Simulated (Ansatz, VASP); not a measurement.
Hf2Si3 in VASP and in Ansatz

The input INCAR:

```
SYSTEM = Hf2Si3
PREC = Accurate ; ENCUT = 600
EDIFF = 1E-6 ; ISMEAR = 0
SIGMA = 0.1 ; LREAL = .FALSE.
LASPH = .TRUE. ; NELM = 80
ALGO = Normal ; ISIF = 3
LWAVE = .FALSE. ; LCHARG = .FALSE.
GGA = PE ; IBRION = 2
NSW = 90 ; EDIFFG = -0.04
```

Contents of KPOINTS:

```
Automatic mesh
0
G
  6 6 4
  0 0 0
```

Contents of POSCAR:

```
Hf2Si3
1.0
    4.1788278700      0.0000000000      0.0000000000
   -2.0894139400      3.6189710900      0.0000000000
    0.0000000000      0.0000000000      6.6209870000
Hf Si
2 3
Direct
    0.3333333300      0.6666666700      0.7718739500
    0.6666666700      0.3333333300      0.2281260500
    0.0000000000      0.0000000000      0.0000000000
    0.3333333300      0.6666666700      0.3666155300
    0.6666666700      0.3333333300      0.6333844700
```

Input for Ansatz:

```yaml
crystal:
  lattice:
    - [4.17882787, 0.0, 0.0]
    - [-2.08941394, 3.61897109, 0.0]
    - [0.0, 0.0, 6.620987]
  atoms:
    - { symbol: Hf, position: [0.33333333, 0.66666667, 0.77187395] }
    - { symbol: Hf, position: [0.66666667, 0.33333333, 0.22812605] }
    - { symbol: Si, position: [0.0, 0.0, 0.0] }
    - { symbol: Si, position: [0.33333333, 0.66666667, 0.36661553] }
    - { symbol: Si, position: [0.66666667, 0.33333333, 0.63338447] }
basis:
  ecutwfc: 420
kpoints:
  mp_grid: { grid: [6, 6, 4] }
hamiltonian:
  xc: pbe
scf:
  occupations: { method: gaussian, width: 0.1 }
  lower_state_search: "off"
output:
  forces: true
  stress: true
  eigenvalues: true
relax:
  adjacent_minimum: "off"
  f_tol: 0.04
  max_steps: 70
  cell: { stress_tol: 0.4 }
```

Change from the starting cell: species swapped into the Mg3Sb2 type (P-3m1, No. 164).

Alike in both runs: task relaxation of cell and atoms; functional PBE; k mesh 6 × 6 × 4; occupations gaussian, width 0.1 eV; no spin polarisation.

|  | VASP | Ansatz |
| --- | --- | --- |
| version | VASP 6.6.1 | Ansatz 0.2.0 |
| potentials or method | VASP PAW PBE potentials, release 64 (Hf_pv, Si), cutoff 600 eV | scalar-relativistic, plane waves, PAW |
| valence electrons in the cell | 32 | 64 |

```csv
,VASP,Ansatz,Ansatz less VASP
"gap on the k mesh at the Fermi level, each at its own relaxed structure (eV)",none,none,-
relaxed volume (Å³/atom),18.34,18.34,+0.002
relaxed cell length with the largest relative difference (Å),7.622,7.605,-0.0165
```

A gap of «none» marks a metal or a gap that the smearing closes. VASP's potentials hold 32 valence electrons a cell and Ansatz's 64, so a difference there can come from the potentials and not from the codes.

Neither program's run includes spin-orbit coupling.
